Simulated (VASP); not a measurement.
# LiNbO3 (R3c) in VASP: a series of runs

Runs on LiNbO3. Level: PBE. Tasks: single point.

Everything below comes from runs of VASP 6.6.1. Logs are shortened: lines on timing, memory, paths and dates and some standing lists are left out, and cuts for length are marked.

### Step 1. The cell of the first run

It takes space group R3c (No. 161, trigonal). Conventional cell: a = 5.190 Å, b = 5.190 Å, c = 14.017 Å, α = 90.00°, β = 90.00°, γ = 120.00°. Within 2.8 Å of Li (site symmetry 3) lie 6 O at 2.08 to 2.26 Å. Within 2.5 Å of Nb (site symmetry 3) lie 6 O at 1.88 to 2.17 Å. O (site symmetry 1) has 2 Nb at 1.88 to 2.17 Å and 2 Li at 2.08 to 2.26 Å within 2.5 Å.

### Step 2. Single point, PBE

Contents of INCAR:

```
SYSTEM = LiNbO3
PREC = Accurate ; ENCUT = 520
EDIFF = 1E-6 ; ISMEAR = 0
SIGMA = 0.01 ; LREAL = Auto
LASPH = .TRUE. ; NELM = 60
ALGO = Normal ; ISIF = 2
LWAVE = .FALSE. ; LCHARG = .TRUE.
GGA = PE ; LELF = .TRUE.
LVHAR = .TRUE. ; NBANDS = 318
```

Contents of KPOINTS:

```
regular mesh
0
G
  1 1 1
  0 0 0
```

Contents of POSCAR:

```
LiNbO3
1.0
    5.1899002718      2.9963903190      9.3444465000
   -5.1899002718      2.9963903190      9.3444465000
    0.0000000000     -5.9927806380      9.3444465000
Li Nb O
16 16 48
Direct
    0.3592319430      0.3592319430      0.3592319430
    0.1092319430      0.1092319430      0.1092319430
    0.3592319430      0.3592319430      0.8592319430
    0.1092319430      0.1092319430      0.6092319430
    0.3592319430      0.8592319430      0.3592319430
    0.1092319430      0.6092319430      0.1092319430
    0.3592319430      0.8592319430      0.8592319430
    0.1092319430      0.6092319430      0.6092319430
    0.8592319430      0.3592319430      0.3592319430
    0.6092319430      0.1092319430      0.1092319430
    0.8592319430      0.3592319430      0.8592319430
    0.6092319430      0.1092319430      0.6092319430
    0.8592319430      0.8592319430      0.3592319430
    0.6092319430      0.6092319430      0.1092319430
    0.8592319430      0.8592319430      0.8592319430
    0.6092319430      0.6092319430      0.6092319430
    0.4992598063      0.4992598063      0.4992598063
    0.2492598063      0.2492598063      0.2492598063
    0.4992598063      0.4992598063      0.9992598063
    0.2492598063      0.2492598063      0.7492598063
    0.4992598063      0.9992598063      0.4992598063
    0.2492598063      0.7492598063      0.2492598063
    0.4992598063      0.9992598063      0.9992598063
    0.2492598063      0.7492598063      0.7492598063
    0.9992598063      0.4992598063      0.4992598063
    0.7492598063      0.2492598063      0.2492598063
    0.9992598063      0.4992598063      0.9992598063
    0.7492598063      0.2492598063      0.7492598063
    0.9992598063      0.9992598063      0.4992598063
    0.7492598063      0.7492598063      0.2492598063
    0.9992598063      0.9992598063      0.9992598063
    0.7492598063      0.7492598063      0.7492598063
    0.1399505052      0.3207579546      0.4448922960
    0.3207579546      0.4448922960      0.1399505052
    0.4448922960      0.1399505052      0.3207579546
    0.1948922960      0.0707579546      0.3899505052
    0.3899505052      0.1948922960      0.0707579546
    0.0707579546      0.3899505052      0.1948922960
    0.1399505052      0.3207579546      0.9448922960
    0.3207579546      0.4448922960      0.6399505052
    0.4448922960      0.1399505052      0.8207579546
    0.1948922960      0.0707579546      0.8899505052
    0.3899505052      0.1948922960      0.5707579546
    0.0707579546      0.3899505052      0.6948922960
    0.1399505052      0.8207579546      0.4448922960
    0.3207579546      0.9448922960      0.1399505052
    0.4448922960      0.6399505052      0.3207579546
    0.1948922960      0.5707579546      0.3899505052
    0.3899505052      0.6948922960      0.0707579546
    0.0707579546      0.8899505052      0.1948922960
    0.1399505052      0.8207579546      0.9448922960
    0.3207579546      0.9448922960      0.6399505052
    0.4448922960      0.6399505052      0.8207579546
    0.1948922960      0.5707579546      0.8899505052
    0.3899505052      0.6948922960      0.5707579546
    0.0707579546      0.8899505052      0.6948922960
    0.6399505052      0.3207579546      0.4448922960
    0.8207579546      0.4448922960      0.1399505052
    0.9448922960      0.1399505052      0.3207579546
    0.6948922960      0.0707579546      0.3899505052
    0.8899505052      0.1948922960      0.0707579546
    0.5707579546      0.3899505052      0.1948922960
    0.6399505052      0.3207579546      0.9448922960
    0.8207579546      0.4448922960      0.6399505052
    0.9448922960      0.1399505052      0.8207579546
    0.6948922960      0.0707579546      0.8899505052
    0.8899505052      0.1948922960      0.5707579546
    0.5707579546      0.3899505052      0.6948922960
    0.6399505052      0.8207579546      0.4448922960
    0.8207579546      0.9448922960      0.1399505052
    0.9448922960      0.6399505052      0.3207579546
    0.6948922960      0.5707579546      0.3899505052
    0.8899505052      0.6948922960      0.0707579546
    0.5707579546      0.8899505052      0.1948922960
    0.6399505052      0.8207579546      0.9448922960
    0.8207579546      0.9448922960      0.6399505052
    0.9448922960      0.6399505052      0.8207579546
    0.6948922960      0.5707579546      0.8899505052
    0.8899505052      0.6948922960      0.5707579546
    0.5707579546      0.8899505052      0.6948922960
```

Potentials or basis: VASP PAW PBE potentials, release 64 (Li_sv, Nb_sv, O).

The run is started by

```console
$ cat potpaw_PBE.64/Li_sv/POTCAR potpaw_PBE.64/Nb_sv/POTCAR potpaw_PBE.64/O/POTCAR > POTCAR
$ mpirun -np 1 vasp_gam > vasp.out
```

OUTCAR:

```text
SYSTEM = LiNbO3
   PREC = Accurate
   ENCUT = 520
   EDIFF = 1E-6
   ISMEAR = 0
   LREAL = Auto
   LASPH = .TRUE.
   NELM = 60
   ISIF = 2
   GGA = PE

 ion  position               nearest neighbor table
   1  0.359  0.359  0.359-  48 2.08  43 2.08  62 2.08  35 2.26  33 2.26  34 2.26
   2  0.109  0.109  0.109-  46 2.08  59 2.08  39 2.08  61 2.26  50 2.26  42 2.26
   3  0.359  0.359  0.859-  54 2.08  37 2.08  68 2.08  41 2.26  39 2.26  40 2.26
   4  0.109  0.109  0.609-  52 2.08  65 2.08  33 2.08  67 2.26  56 2.26  36 2.26
   5  0.359  0.859  0.359-  36 2.08  55 2.08  74 2.08  47 2.26  45 2.26  46 2.26
   6  0.109  0.609  0.109-  34 2.08  71 2.08  51 2.08  73 2.26  38 2.26  54 2.26
[... 81 lines left out ...]
 A1 = (   5.1899002718,   2.9963903190,   9.3444465000)
 A2 = (  -5.1899002718,   2.9963903190,   9.3444465000)
 A3 = (   0.0000000000,  -5.9927806380,   9.3444465000)

Analysis of symmetry for initial positions (statically):
=====================================================================
 Subroutine PRICEL returns following result:

  LATTYP: Found a trigonal (rhomboedric) cell.
 ALAT       =     5.5504977292
 COS(alpha) =     0.5628563533

  Lattice vectors:

 A1 = (   2.5949501359,   1.4981951595,   4.6722232500)
 A2 = (  -2.5949501359,   1.4981951595,   4.6722232500)
 A3 = (   0.0000000000,  -2.9963903190,   4.6722232500)

   8 primitive cells build up your supercell.

 Routine SETGRP: Setting up the symmetry group for a
 trigonal (rhombohedral) supercell.

 Subroutine GETGRP returns: Found  6 space group operations
 (whereof  3 operations were pure point group operations)
 out of a pool of 12 trial point group operations.

The static configuration has the point symmetry C_3 .
 The point group associated with its full space group is C_3v.

Analysis of symmetry for dynamics (positions and initial velocities):
=====================================================================
 Subroutine PRICEL returns following result:

  LATTYP: Found a trigonal (rhomboedric) cell.
 ALAT       =     5.5504977292
 COS(alpha) =     0.5628563533

  Lattice vectors:

 A1 = (   2.5949501359,   1.4981951595,   4.6722232500)
 A2 = (  -2.5949501359,   1.4981951595,   4.6722232500)
 A3 = (   0.0000000000,  -2.9963903190,   4.6722232500)

   8 primitive cells build up your supercell.
[... 102 lines left out ...]
   LREAL  =      T    real-space projection
   EDIFFG = 0.1E-04   stopping-criterion for IOM
   NSW    =      0    number of steps for IOM
   IBRION =     -1    ionic relax: 0-MD 1-quasi-New 2-CG
   NFREE  =      0    steps in history (QN), initial steepest desc. (CG)
   ISIF   =      2    stress and relaxation
   ISYM   =      2    0-nonsym 1-usesym 2-fastsym
   POTIM  = 0.5000    time-step for ionic-motion
   TEBEG  =    0.0;   TEEND  =   0.0 temperature during run
   PSTRESS=    0.0 pullay stress
   NELECT =     544.0000    total number of electrons
   NUPDOWN=      -1.0000    fix difference up-down
   EMIN   =  10.00;   EMAX   =-10.00  energy-range for DOS
   EFERMI =   0.00;   METHOD = LEGACY
   ISMEAR =     0;   SIGMA  =   0.01  broadening in eV -4-tet -1-fermi 0-gaus
   EFERMI_NEDOS =   21; number of points for ismear=-14 and -15
   IALGO  =     38    algorithm
   IMIX   =      4    mixing-type and parameters
     AMIX     =   0.40;   BMIX     =  1.00
     AMIX_MAG =   1.60;   BMIX_MAG =  1.00
  volume/ion in A,a.u.               =      10.90        73.55
  Fermi-wavevector in a.u.,A,eV,Ry     =   1.398901  2.643540 26.625577  1.956925
  Thomas-Fermi vector in A             =   2.522014
   LORBIT       =      0    0 simple, 1 ext, 2 COOP (PROOUT), +10 PAW based schemes
   GGA     = PE    functional components
   LHFCALC =     F    Hartree Fock is set to
   AEXX    =    0.0000 exact exchange contribution
   IVDW    =     0    specifies the selected vdW correction
   LEPSILON=     F    determine dielectric tensor
   LRPA    =     F    only Hartree local field effects (RPA)
 non-spin polarized calculation
 Gauss-broadening in eV      SIGMA  =   0.01
  energy-cutoff  :      520.00
  volume of cell :      871.89
 maximum number of plane-waves:     11751
 NGX is ok and might be reduce to    84
   NGX = 41   NGY = 41   NGZ = 41

 number of electron     543.9999984 magnetization

 Free energy of the ion-electron system (eV)
  ---------------------------------------------------
  ext. energy  EPLUGINS =         0.00000000
  ---------------------------------------------------
  free energy    TOTEN  =      -640.04846284 eV

  energy without entropy =     -640.04846284  energy(sigma->0) =     -640.04846284

 E-fermi :   3.4251     XC(G=0): -10.6653

 val. band max:        3.3175191071   @ k =   0.0000   0.0000   0.0000
 cond. band min:       6.9882615820   @ k =   0.0000   0.0000   0.0000
 fundamental gap:      3.6707424748
 Fermi energy:         3.4251347691

 k-point     1 :       0.0000    0.0000    0.0000
  band No.  band energies     occupation
      1     -50.8978      2.00000
      2     -50.8934      2.00000
      3     -50.8934      2.00000
      4     -50.8934      2.00000
      5     -50.8912      2.00000
      6     -50.8912      2.00000
[... 276 lines left out ...]
    283       7.1387      0.00000
    284       7.4483      0.00000
 [bands above 284 left out]

------------------------ aborting loop because EDIFF is reached ----------------------------------------

  FORCE on cell =-STRESS in cart. coord.  units (eV):
  Direction    XX          YY          ZZ          XY          YZ          ZX
  --------------------------------------------------------------------------------------
  -------------------------------------------------------------------------------------
  Total       -0.9392128     -0.9392128      0.1071948      0.0000000      0.0000000     -0.0000000
  in kB       -1.7258870     -1.7258870      0.1969800      0.0000000      0.0000000     -0.0000000
  external PRESSURE =      -1.0849313 kB  Pullay stress =       0.0000000 kB

 VOLUME and BASIS-vectors are now :
 -----------------------------------------------------------------------------
  energy-cutoff  :      520.00
  volume of cell :      871.89
      direct lattice vectors                 reciprocal lattice vectors
     5.189900272  2.996390319  9.344446500     0.096340965  0.055622482  0.035671811
    -5.189900272  2.996390319  9.344446500    -0.096340965  0.055622482  0.035671811
     0.000000000 -5.992780638  9.344446500     0.000000000 -0.111244964  0.035671811

 POSITION                                       TOTAL-FORCE (eV/Angst)
 -----------------------------------------------------------------------------------
      0.00000      0.00000     10.07047         0.000000     -0.000000     -0.019776
      0.00000      0.00000      3.06214         0.000000     -0.000000     -0.019776
      0.00000     -2.99639     14.74269         0.000000     -0.000000     -0.019776
      0.00000     -2.99639      7.73436         0.000000     -0.000000     -0.019776
     -2.59495      1.49820     14.74269         0.000000     -0.000000     -0.019776
     -2.59495      1.49820      7.73436         0.000000     -0.000000     -0.019776
[... 72 lines left out ...]
      1.01233      1.32838     20.14290         0.002989     -0.000236     -0.002691
     -1.65658      0.21252     20.14290        -0.001290      0.002706     -0.002691
 -----------------------------------------------------------------------------------
    total drift:                               -0.000000      0.000006     -0.044951

  FREE ENERGIE OF THE ION-ELECTRON SYSTEM (eV)
  ---------------------------------------------------
  free  energy   TOTEN  =      -640.0484628382 eV

  energy  without entropy=     -640.0484628382  energy(sigma->0) =     -640.04846284
```

It took 9.8 min on 1 thread of Intel Xeon 6975P-C (Granite Rapids), shared host; peak memory 1.1 GiB.

Results:

```yaml
Free_energy: -640.0485 eV
Largest_force: 0.028 eV/Å
Band_gap_on_the_k_mesh: 3.67 eV
```

Forces in eV/Å, atoms in the order of the input:
```
Li   0.000  0.000 -0.020
Li   0.000  0.000 -0.020
Li   0.000  0.000 -0.020
Li   0.000  0.000 -0.020
Li   0.000  0.000 -0.020
Li   0.000  0.000 -0.020
Li   0.000  0.000 -0.020
Li   0.000  0.000 -0.020
Li   0.000  0.000 -0.020
Li   0.000  0.000 -0.020
Li   0.000  0.000 -0.020
Li   0.000  0.000 -0.020
Li   0.000  0.000 -0.020
Li   0.000  0.000 -0.020
Li   0.000  0.000 -0.020
Li   0.000  0.000 -0.020
Nb   0.000  0.000  0.028
Nb   0.000  0.000  0.028
Nb   0.000  0.000  0.028
Nb   0.000  0.000  0.028
Nb   0.000  0.000  0.028
Nb   0.000  0.000  0.028
Nb   0.000  0.000  0.028
Nb   0.000  0.000  0.028
Nb   0.000  0.000  0.028
Nb   0.000  0.000  0.028
Nb   0.000  0.000  0.028
Nb   0.000  0.000  0.028
Nb   0.000  0.000  0.028
Nb   0.000  0.000  0.028
Nb   0.000  0.000  0.028
Nb   0.000  0.000  0.028
O    0.001  0.003 -0.003
O    0.002 -0.002 -0.003
O   -0.003  0.000 -0.003
O   -0.002 -0.002 -0.003
O    0.003  0.000 -0.003
O   -0.001  0.003 -0.003
O    0.001  0.003 -0.003
O    0.002 -0.002 -0.003
O   -0.003  0.000 -0.003
O   -0.002 -0.002 -0.003
O    0.003  0.000 -0.003
O   -0.001  0.003 -0.003
O    0.001  0.003 -0.003
O    0.002 -0.002 -0.003
O   -0.003  0.000 -0.003
O   -0.002 -0.002 -0.003
O    0.003  0.000 -0.003
O   -0.001  0.003 -0.003
O    0.001  0.003 -0.003
O    0.002 -0.002 -0.003
O   -0.003  0.000 -0.003
O   -0.002 -0.002 -0.003
O    0.003  0.000 -0.003
O   -0.001  0.003 -0.003
O    0.001  0.003 -0.003
O    0.002 -0.002 -0.003
O   -0.003  0.000 -0.003
O   -0.002 -0.002 -0.003
O    0.003  0.000 -0.003
O   -0.001  0.003 -0.003
O    0.001  0.003 -0.003
O    0.002 -0.002 -0.003
O   -0.003  0.000 -0.003
O   -0.002 -0.002 -0.003
O    0.003  0.000 -0.003
O   -0.001  0.003 -0.003
O    0.001  0.003 -0.003
O    0.002 -0.002 -0.003
O   -0.003  0.000 -0.003
O   -0.002 -0.002 -0.003
O    0.003  0.000 -0.003
O   -0.001  0.003 -0.003
O    0.001  0.003 -0.003
O    0.002 -0.002 -0.003
O   -0.003  0.000 -0.003
O   -0.002 -0.002 -0.003
O    0.003  0.000 -0.003
O   -0.001  0.003 -0.003
```

Caveat: the k points lie up to 0.73 Å⁻¹ apart; the cutoff is under 1.25 times the usual one of these potentials, so pressure, stress and relaxed cells hold a basis-set (Pulay) error.

(Continued in part 2 of 2.)
